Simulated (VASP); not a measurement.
# AlN (P6_3mc) in VASP: a series of runs, part 2 of 2

VASP 6.6.1. The steps go on from the part before.

## 4. Single point, PBE (biaxial strain in the a-b plane: -3.0 %)

The input, INCAR:

```
ALGO = Normal
EDIFF = 1E-6
ENCUT = 520
GGA = PE
ISIF = 2
ISMEAR = 0
LASPH = True
LCHARG = False
LREAL = False
LWAVE = False
NBANDS = 16
NELM = 60
PREC = Accurate
SIGMA = 0.02
```

The input, KPOINTS:

```
k-points
0
Gamma
  12 12 6
```

The input, POSCAR:

```
AlN
1.0
    3.0363021674      0.0000000000      0.0000000000
   -1.5181510837      2.6295148106      0.0000000000
    0.0000000000      0.0000000000      5.1083681017
Al N
2 2
Direct
    0.6666666667      0.3333333333      0.5012524087
    0.3333333333      0.6666666667      1.0012524087
    0.6666666667      0.3333333333      0.8787475913
    0.3333333333      0.6666666667      0.3787475913
```

Potentials or basis: VASP PAW PBE potentials, release 64 (Al, N).

The run is started by

```
cat potpaw_PBE.64/Al/POTCAR potpaw_PBE.64/N/POTCAR > POTCAR
mpirun -np 1 vasp_std > vasp.out
```

OUTCAR:

```text
EDIFF = 1E-6
   ENCUT = 520
   GGA = PE
   ISIF = 2
   ISMEAR = 0
   LASPH = True
   LREAL = False
   NELM = 60
   PREC = Accurate

 ion  position               nearest neighbor table
   1  0.667  0.333  0.501-   4 1.86   4 1.86   4 1.86   3 1.93   2 3.10   2 3.10   2 3.10   2 3.10
                             2 3.10   2 3.10
   2  0.333  0.667  0.001-   3 1.86   3 1.86   3 1.86   4 1.93   1 3.10   1 3.10   1 3.10   1 3.10
                             1 3.10   1 3.10
   3  0.667  0.333  0.879-   2 1.86   2 1.86   2 1.86   1 1.93
   4  0.333  0.667  0.379-   1 1.86   1 1.86   1 1.86   2 1.93

  LATTYP: Found a hexagonal cell.
 ALAT       =     3.0363021674
 C/A-ratio  =     1.6824307398

  Lattice vectors:

 A1 = (   3.0363021674,   0.0000000000,   0.0000000000)
 A2 = (  -1.5181510837,   2.6295148106,   0.0000000000)
 A3 = (   0.0000000000,   0.0000000000,   5.1083681017)

Analysis of symmetry for initial positions (statically):
=====================================================================
 Subroutine PRICEL returns:
 Original cell was already a primitive cell.

 Routine SETGRP: Setting up the symmetry group for a
 hexagonal supercell.

 Subroutine GETGRP returns: Found 12 space group operations
 (whereof  6 operations were pure point group operations)
 out of a pool of 24 trial point group operations.

The static configuration has the point symmetry C_3v.
 The point group associated with its full space group is C_6v.

Analysis of symmetry for dynamics (positions and initial velocities):
=====================================================================
 Subroutine PRICEL returns:
 Original cell was already a primitive cell.

 Routine SETGRP: Setting up the symmetry group for a
 hexagonal supercell.

 Subroutine GETGRP returns: Found 12 space group operations
 (whereof  6 operations were pure point group operations)
 out of a pool of 24 trial point group operations.

The dynamic configuration has the point symmetry C_3v.
 The point group associated with its full space group is C_6v.

 Subroutine INISYM returns: Found 12 space group operations
 (whereof  6 operations are pure point group operations),
 and found     1 'primitive' translations

----------------------------------------------------------------------------------------

                                     Primitive cell

  volume of cell :      40.7852

  direct lattice vectors                    reciprocal lattice vectors
     3.036302167  0.000000000  0.000000000     0.329347985  0.190149148  0.000000000
    -1.518151084  2.629514811  0.000000000     0.000000000  0.380298295  0.000000000
     0.000000000  0.000000000  5.108368102     0.000000000  0.000000000  0.195757232

  length of vectors
     3.036302167  3.036302167  5.108368102     0.380298295  0.380298295  0.195757232

  position of ions in fractional coordinates (direct lattice)
     0.666666667  0.333333333  0.501252409
     0.333333333  0.666666667  0.001252409
     0.666666667  0.333333333  0.878747591
     0.333333333  0.666666667  0.378747591

  ion indices of the primitive-cell ions
   primitive index   ion index
                 1           1
                 2           2
[... 30 lines left out ...]
            Coordinates               Weight
  0.000000  0.000000  0.000000      1.000000
  0.083333 -0.000000  0.000000      6.000000
  0.166667  0.000000  0.000000      6.000000
  0.250000  0.000000  0.000000      6.000000
  0.333333 -0.000000  0.000000      6.000000
  0.416667 -0.000000  0.000000      6.000000
[... 16 lines left out ...]
  0.250000  0.000000  0.166667     12.000000
  0.333333 -0.000000  0.166667     12.000000
 [... further k-points ...]
   k-points           NKPTS =     76   k-points in BZ     NKDIM =     76   number of bands    NBANDS=     16
   number of dos      NEDOS =    301   number of ions     NIONS =      4
   total plane-waves  NPLWV =  23040
   dimension x,y,z NGX =    24 NGY =   24 NGZ =   40
   dimension x,y,z NGXF=    48 NGYF=   48 NGZF=   80
   ions per type =               2   2
   NGX,Y,Z   is equivalent  to a cutoff of  13.14, 13.14, 13.02 a.u.
   NGXF,Y,Z  is equivalent  to a cutoff of  26.28, 26.28, 26.04 a.u.
 SYSTEM =  unknown system
   PREC   = accura    normal or accurate (medium, high low for compatibility)
   ISTART =      0    job   : 0-new  1-cont  2-samecut
   ICHARG =      2    charge: 1-file 2-atom 10-const
   ISPIN  =      1    spin polarized calculation?
   LNONCOLLINEAR =      F non collinear calculations
   LSORBIT =      F    spin-orbit coupling
   LASPH  =      T    aspherical Exc in radial PAW
   ENCUT  =  520.0 eV  38.22 Ry    6.18 a.u.   5.65  5.65  9.50*2*pi/ulx,y,z
   NELM   =     60;   NELMIN=  2; NELMDL= -5     # of ELM steps
   EDIFF  = 0.1E-05   stopping-criterion for ELM
   LREAL  =      F    real-space projection
   EDIFFG = 0.1E-04   stopping-criterion for IOM
   NSW    =      0    number of steps for IOM
   IBRION =     -1    ionic relax: 0-MD 1-quasi-New 2-CG
   NFREE  =      0    steps in history (QN), initial steepest desc. (CG)
   ISIF   =      2    stress and relaxation
   ISYM   =      2    0-nonsym 1-usesym 2-fastsym
   POTIM  = 0.5000    time-step for ionic-motion
   TEBEG  =    0.0;   TEEND  =   0.0 temperature during run
   PSTRESS=    0.0 pullay stress
   NELECT =      16.0000    total number of electrons
   NUPDOWN=      -1.0000    fix difference up-down
   EMIN   =  10.00;   EMAX   =-10.00  energy-range for DOS
   EFERMI =   0.00;   METHOD = LEGACY
   ISMEAR =     0;   SIGMA  =   0.02  broadening in eV -4-tet -1-fermi 0-gaus
   EFERMI_NEDOS =   21; number of points for ismear=-14 and -15
   IALGO  =     38    algorithm
   IMIX   =      4    mixing-type and parameters
     AMIX     =   0.40;   BMIX     =  1.00
     AMIX_MAG =   1.60;   BMIX_MAG =  1.00
  volume/ion in A,a.u.               =      10.20        68.81
  Fermi-wavevector in a.u.,A,eV,Ry     =   1.198433  2.264711 19.541266  1.436243
  Thomas-Fermi vector in A             =   2.334322
   LORBIT       =      0    0 simple, 1 ext, 2 COOP (PROOUT), +10 PAW based schemes
   GGA     = PE    functional components
   LHFCALC =     F    Hartree Fock is set to
   AEXX    =    0.0000 exact exchange contribution
   IVDW    =     0    specifies the selected vdW correction
   LEPSILON=     F    determine dielectric tensor
   LRPA    =     F    only Hartree local field effects (RPA)
 non-spin polarized calculation
 Gauss-broadening in eV      SIGMA  =   0.02
  energy-cutoff  :      520.00
  volume of cell :       40.79
 maximum number of plane-waves:      1117
 NGX is ok and might be reduce to    24
   NGX = 11   NGY = 11   NGZ = 19

 number of electron      15.9999998 magnetization

 Free energy of the ion-electron system (eV)
  ---------------------------------------------------
  ext. energy  EPLUGINS =         0.00000000
  ---------------------------------------------------
  free energy    TOTEN  =       -29.66109694 eV

  energy without entropy =      -29.66109694  energy(sigma->0) =      -29.66109694

 E-fermi :   6.4220     XC(G=0): -11.0169

 val. band max:        6.2671215715   @ k =   0.0000   0.0000   0.0000
 cond. band min:      10.6967601654   @ k =   0.0000   0.0000   0.0000
 fundamental gap:      4.4296385939
 Fermi energy:         6.4219682346

 k-point     1 :       0.0000    0.0000    0.0000
  band No.  band energies     occupation
      1      -8.9457      2.00000
      2      -6.9345      2.00000
      3       0.1216      2.00000
      4       5.7420      2.00000
      5       5.7420      2.00000
      6       6.1318      2.00000
[... 433 lines left out ...]
      3       1.4422      2.00000
      4       2.3324      2.00000
      5       2.9194      2.00000
      6       4.8027      2.00000
[... 8 lines left out ...]
     15      18.8592      0.00000
     16      21.2195      0.00000

 [... further k-points ...]

------------------------ aborting loop because EDIFF is reached ----------------------------------------

  FORCE on cell =-STRESS in cart. coord.  units (eV):
  Direction    XX          YY          ZZ          XY          YZ          ZX
  --------------------------------------------------------------------------------------
  -------------------------------------------------------------------------------------
  Total        4.0223300      4.0223300     -0.7345559      0.0000000      0.0000000      0.0000000
  in kB      158.0103311    158.0103311    -28.8557694      0.0000000      0.0000000      0.0000000
  external PRESSURE =      95.7216310 kB  Pullay stress =       0.0000000 kB

 VOLUME and BASIS-vectors are now :
 -----------------------------------------------------------------------------
  energy-cutoff  :      520.00
  volume of cell :       40.79
      direct lattice vectors                 reciprocal lattice vectors
     3.036302167  0.000000000  0.000000000     0.329347985  0.190149148  0.000000000
    -1.518151084  2.629514811  0.000000000     0.000000000  0.380298295  0.000000000
     0.000000000  0.000000000  5.108368102     0.000000000  0.000000000  0.195757232

 POSITION                                       TOTAL-FORCE (eV/Angst)
 -----------------------------------------------------------------------------------
      1.51815      0.87650      2.56058        -0.000000     -0.000000      0.288270
     -0.00000      1.75301      0.00640         0.000000      0.000000      0.288270
      1.51815      0.87650      4.48897        -0.000000     -0.000000     -0.288270
     -0.00000      1.75301      1.93478         0.000000      0.000000     -0.288270
 -----------------------------------------------------------------------------------
    total drift:                               -0.000000      0.000000     -0.000958

  FREE ENERGIE OF THE ION-ELECTRON SYSTEM (eV)
  ---------------------------------------------------
  free  energy   TOTEN  =       -29.6610969442 eV

  energy  without entropy=      -29.6610969442  energy(sigma->0) =      -29.66109694
```

OSZICAR:

```text
N       E                     dE             d eps       ncg     rms          rms(c)
DAV:   1     0.415819439369E+02    0.41582E+02   -0.73547E+03  2432   0.896E+02
DAV:   2    -0.311461643608E+02   -0.72728E+02   -0.66993E+02  3280   0.191E+02
DAV:   3    -0.345131909967E+02   -0.33670E+01   -0.33593E+01  3064   0.426E+01
DAV:   4    -0.345332361117E+02   -0.20045E-01   -0.20044E-01  2984   0.366E+00
DAV:   5    -0.345334949422E+02   -0.25883E-03   -0.25883E-03  3136   0.420E-01    0.124E+01
DAV:   6    -0.296561320808E+02    0.48774E+01   -0.10866E+01  2920   0.239E+01    0.425E+00
DAV:   7    -0.296743223563E+02   -0.18190E-01   -0.71025E-01  2744   0.588E+00    0.300E+00
DAV:   8    -0.296651704551E+02    0.91519E-02   -0.60483E-02  2784   0.221E+00    0.521E-01
DAV:   9    -0.296605837852E+02    0.45867E-02   -0.12061E-02  3224   0.802E-01    0.239E-01
DAV:  10    -0.296611735213E+02   -0.58974E-03   -0.21647E-03  2672   0.293E-01    0.127E-01
DAV:  11    -0.296610939262E+02    0.79595E-04   -0.20013E-04  2888   0.109E-01    0.267E-02
DAV:  12    -0.296610971944E+02   -0.32682E-05   -0.10169E-05  2864   0.252E-02    0.774E-03
DAV:  13    -0.296610969442E+02    0.25021E-06   -0.35901E-06  2904   0.150E-02
   1 F= -.29661097E+02 E0= -.29661097E+02  d E =-.241924E-30
```

Run time: 58 s. Hardware: 1 thread of Intel Xeon 8259CL, shared host; peak memory 0.18 GiB.

What came out:

```
Free energy            : -29.6611 eV
Pressure               : 9.6 GPa
Largest force          : 0.288 eV/Å
Band gap on the k mesh : 4.43 eV
```

Forces on the atoms (eV/Å):
```
Al   0.000  0.000  0.288
Al   0.000  0.000  0.288
N    0.000  0.000 -0.288
N    0.000  0.000 -0.288
```

Levels at points of the mesh, in eV from the valence-band top:
| k point | band 6 | band 7 | band 8 | band 9 | band 10 | band 11 |
| --- | --- | --- | --- | --- | --- | --- |
| (0.00, 0.00, 0.00) | -0.14 | 0.00 | 0.00 | 4.43 | 7.47 | 10.62 |
| (0.50, 0.00, 0.00) | -1.78 | -1.74 | -0.58 | 5.62 | 6.25 | 8.51 |
| (0.00, 0.00, 0.50) | -0.27 | -0.27 | -0.27 | 6.94 | 6.94 | 10.42 |
| (0.50, 0.00, 0.50) | -1.43 | -1.24 | -1.24 | 5.32 | 5.32 | 9.49 |

Caveat: the cell differs from its parent crystal (biaxial strain in the a-b plane: -3.0 %); the cell stands under pressure.

## 5. Single point, PBE

This run uses another cell than the first one, of 10.17 Å³/atom.

The input, INCAR:

```
PREC = Accurate
ENCUT = 520
EDIFF = 1E-7
ISMEAR = 0
SIGMA = 0.02
LREAL = False
LASPH = True
NELM = 80
ALGO = Normal
ISIF = 2
LWAVE = False
LCHARG = False
GGA = PE
NBANDS = 16
```

The input, KPOINTS:

```
regular mesh
0
Gamma
  12 12 6
```

The input, POSCAR:

```
AlN
1.0
    3.0363021674      0.0000000000      0.0000000000
   -1.5181510837      2.6295148106      0.0000000000
    0.0000000000      0.0000000000      5.0966072719
Al N
2 2
Direct
    0.6666666667      0.3333333333      0.5032748183
    0.3333333333      0.6666666667      1.0032748183
    0.6666666667      0.3333333333      0.8767251817
    0.3333333333      0.6666666667      0.3767251817
```

The run is started by

```
cat potpaw_PBE.64/Al/POTCAR potpaw_PBE.64/N/POTCAR > POTCAR
mpirun -np 1 vasp_std > vasp.out
```

Wall time 64 s (1 thread of Intel Xeon 8259CL, shared host); peak memory 0.18 GiB.

It converged, with:

| Item | Value |
| --- | --- |
| Free energy | -29.6681 eV |
| Pressure | 9.8 GPa |
| Band gap on the k mesh | 4.42 eV |

Stress tensor (GPa, compression positive):
```
14.86  0.00  0.00
 0.00 14.86  0.00
 0.00  0.00 -0.31
```

Levels at points of the mesh, in eV from the valence-band top:
| k point | band 4 | band 5 | band 6 | band 7 | band 8 | band 9 | band 10 | band 11 | band 12 | band 13 |
| --- | --- | --- | --- | --- | --- | --- | --- | --- | --- | --- |
| (0.00, 0.00, 0.00) | -0.53 | -0.53 | -0.22 | 0.00 | 0.00 | 4.42 | 7.42 | 10.56 | 11.90 | 11.90 |
| (0.50, 0.00, 0.00) | -4.27 | -3.36 | -1.82 | -1.80 | -0.58 | 5.56 | 6.20 | 8.52 | 10.43 | 11.26 |
| (0.00, 0.00, 0.50) | -3.57 | -0.27 | -0.27 | -0.27 | -0.27 | 6.90 | 6.90 | 10.40 | 10.40 | 12.21 |
| (0.50, 0.00, 0.50) | -5.58 | -1.49 | -1.49 | -1.25 | -1.25 | 5.28 | 5.28 | 9.50 | 9.50 | 12.02 |

Caveat: the cell stands under pressure.

## 6. Summary

```tsv
cell	gap on the mesh (eV)	pressure (GPa)
a = 2.989, b = 2.989, c = 5.133 Å, angles 90.0, 90.0, 120.0°, 4 atoms, atomic positions A	4.45	15.7
a = 3.036, b = 3.036, c = 5.097 Å, angles 90.0, 90.0, 120.0°, 4 atoms, atomic positions B	4.42	9.8
a = 3.036, b = 3.036, c = 5.108 Å, angles 90.0, 90.0, 120.0°, 4 atoms, atomic positions C	4.43	9.6
```

Alike in all rows: task single point; level PBE; potentials or basis VASP PAW PBE potentials, release 64 (Al, N); no spin polarisation; k mesh 12 × 12 × 6; cutoff (eV) 520; smearing gaussian 0.02 eV.

Caveats: the cell stands under pressure.

Absolute energies hang on the potentials; compare differences alone.
